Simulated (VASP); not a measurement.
Sb2S3:

```xyz
20
Lattice="11.2852 0.0000 0.0000 0.0000 3.8284 0.0000 0.0000 0.0000 10.9162" Properties=species:S:1:pos:R:3 pbc="T T T"
Sb    5.3659    0.9571    3.5581
Sb    0.2767    2.8713    9.0162
Sb   11.0085    0.9571    1.9000
Sb    5.9193    2.8713    7.3581
Sb    3.9185    2.8713    0.3524
Sb    1.7241    0.9571    5.8105
Sb    9.5611    2.8713    5.1057
Sb    7.3666    0.9571   10.5638
S     3.2746    0.9571    2.0901
S     2.3680    2.8713    7.5482
S     8.9172    0.9571    3.3680
S     8.0106    2.8713    8.8261
S     6.1905    2.8713    1.3857
S    10.7373    0.9571    6.8438
S     0.5479    2.8713    4.0724
S     5.0947    0.9571    9.5305
S     4.2217    2.8713    4.8297
S     1.4209    0.9571   10.2878
S     9.8643    2.8713    0.6284
S     7.0635    0.9571    6.0865
```

Base run:

| Item | Value |
| --- | --- |
| Program | VASP 6.6.1 |
| Functional | PBE |
| Potentials or basis | VASP PAW PBE potentials, release 64 (Sb, S) |
| Cutoff | 520 eV |
| k mesh | 4 × 8 × 4 |
| Occupations | gaussian, width 0.03 eV |
| Spin | no spin polarisation |

Its results: band gap on the k mesh 1.24 eV (least direct gap 1.27 eV); pressure 2.9 GPa; largest force 0.093 eV/Å.

Task: The run is repeated on the same cell with these changes: functional from PBE to LDA; potentials or basis from VASP PAW PBE potentials, release 64 (Sb, S) to VASP PAW LDA potentials, release 64 (Sb, S). What comes out?

Result: Band gap on the k mesh 1.15 eV; pressure -1.5 GPa; largest force 0.064 eV/Å.

Caveats: spin-orbit coupling is left out, which moves the levels of the heavy elements.
